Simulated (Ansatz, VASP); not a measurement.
# Two plane-wave programs on ScAl3

```xyz
4
Lattice="4.1053 0.0000 0.0000 0.0000 4.1053 0.0770 0.0000 0.0770 4.1053" Properties=species:S:1:pos:R:3 pbc="T T T"
Sc    0.0000    0.0000    0.0000
Al    2.0527    0.0385    2.0527
Al    0.0000    2.0912    2.0912
Al    2.0527    2.0527    0.0385
```

Change from the starting cell: strain +0.0375 x Voigt [0, 0, 0, 1, 0, 0], atoms carried along.

Alike in both runs: task single point; functional PBE; k mesh 12 × 12 × 12; occupations gaussian, width 0.15 eV; no spin polarisation.

|  | VASP | Ansatz |
| --- | --- | --- |
| version | VASP 6.6.1 | Ansatz 0.2.0 |
| potentials or method | VASP PAW PBE potentials, release 64 (Sc_sv, Al), cutoff 520 eV | scalar-relativistic, plane waves, PAW |
| valence electrons in the cell | 20 | 20 |

|  | VASP | Ansatz | Ansatz less VASP |
| --- | --- | --- | --- |
| gap on the k mesh at the Fermi level (eV) | none | none | - |
| pressure (GPa) | 0.2 | 0.2 | +0.01 |
| traceless stress, the component that is largest in VASP (GPa) | -2.67 | -2.66 | +0.003 |

A gap of «none» marks a metal or a gap that the smearing closes.
